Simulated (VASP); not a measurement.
Write the native input for VASP 6.6.1 that does the following.

- Task: relaxation of cell and atoms
- Functional: PBE
- Potentials or basis: VASP PAW PBE potentials, release 64 (Nd_3, Hf_pv), 4f in core
- Cutoff: 500 eV
- k mesh: 5 × 5 × 5
- Occupations: gaussian, width 0.2 eV
- Spin: no spin polarisation
- Dipole correction: no
- Further INCAR settings: ALGO = Normal; EDIFF = 1e-07; IBRION = 2; EDIFFG = -0.08; NSW = 36; ISIF = 3

The structure of NdHf lies in POSCAR:

```
NdHf
1.0
    2.2276032600      1.2861073400      3.4515850600
   -2.2276032600      1.2861073400      3.4515850600
    0.0000000000     -2.5722146800      3.4515850600
Nd Hf
1 1
Direct
    0.0000000000      0.0000000000      0.0000000000
    0.5000000000      0.5000000000      0.5000000000
```

The cell was generated, and may not be a known phase.

One way to write it, as run:

INCAR

```
PREC     = Accurate       # precision mode
ENCUT    = 500            # plane-wave cutoff, eV
EDIFF    = 1E-7           # SCF threshold, eV
ISMEAR   = 0              # smearing method
SIGMA    = 0.2            # smearing width, eV
LREAL    = F              # projectors in reciprocal space
LASPH    = T              # aspherical terms in the spheres
NELM     = 200            # most SCF steps
ALGO     = Normal         # electronic algorithm
ISIF     = 3              # what is computed and relaxed
LWAVE    = F              # write WAVECAR
LCHARG   = F              # write CHGCAR
GGA      = PE             # functional
IBRION   = 2              # ionic algorithm
NSW      = 36             # ionic steps
EDIFFG   = -0.08          # ionic threshold
GGA_COMPAT= F            
NELMIN   = 4            
LMAXMIX  = 6              # l up to which the mixer works
```

KPOINTS

```
regular mesh
0
Gamma
  5 5 5
```

Potentials or basis: VASP PAW PBE potentials, release 64 (Nd_3, Hf_pv), 4f in core.

Command:

```sh
$ cat potpaw_PBE.64/Nd_3/POTCAR potpaw_PBE.64/Hf_pv/POTCAR > POTCAR
$ mpirun -np 1 vasp_std > vasp.out
```

Results of the run:

```json
{"Relaxed volume": "27.49 Å³/atom", "Relaxed cell": "a = 3.802 Å, b = 3.802 Å, c = 3.802 Å, α = 90.16°, β = 90.16°, γ = 90.16°", "Space group after relaxing (to 0.1 Å)": "Pm-3m (No. 221)", "Pressure after relaxing": "-0.3 GPa", "Band gap on the k mesh": "zero (an odd number of electrons rules out a gap without spin polarisation)"}
```

Caveat: spin-orbit coupling is left out, which moves the levels of the heavy elements; the 4f electrons are frozen in the core, so they carry no moment and show no levels.

Run time: 51 s on 1 thread of Intel(R) Xeon(R) 6975P-C (Granite Rapids), with other jobs on the host, peak memory 0.19 GiB.
